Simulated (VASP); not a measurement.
Runs of VASP 6.6.1 on Ti. The structure is that of space group I4/mmm (No. 139), or close to it. The cells are those of the table. 

```tsv
cell	further INCAR settings	gap on the mesh (eV)	pressure (GPa)
a = 2.751 Å, angles 107.4, 113.6, 107.4°, 1 atom	ALGO = Fast; EDIFF = 1e-06; NBANDS = 12	none	(b)
a = 2.916 Å, angles 112.1, 104.2, 112.1°, 1 atom	ALGO = Fast; EDIFF = 1e-07; NBANDS = 12	none	-8.5
a = 2.892 Å, angles 111.5, 105.5, 111.5°, 1 atom	ALGO = Fast; EDIFF = 1e-06; NBANDS = 12	none	(a)
a = 2.729 Å, angles 106.8, 115.1, 106.8°, 1 atom	ALGO = Fast; EDIFF = 1e-06; NBANDS = 12	none	13.0
a = 2.904 Å, angles 111.8, 104.9, 111.8°, 1 atom	ALGO = Fast; EDIFF = 1e-06; NBANDS = 12	none	-7.7
```

Alike in all rows: task single point; level PBE; potentials or basis VASP PAW PBE potentials, release 64 (Ti_sv); no spin polarisation; k mesh 26 × 26 × 26; cutoff (eV) 520; smearing gaussian 0.15 eV.

Task: Fill in the values left out.

Result: (a) -6.8; (b) 9.2.

Caveats: the cell stands under tension (at least some runs); the cell stands under pressure (at least some runs).

A gap of «none» marks levels without a gap at the run's occupations.
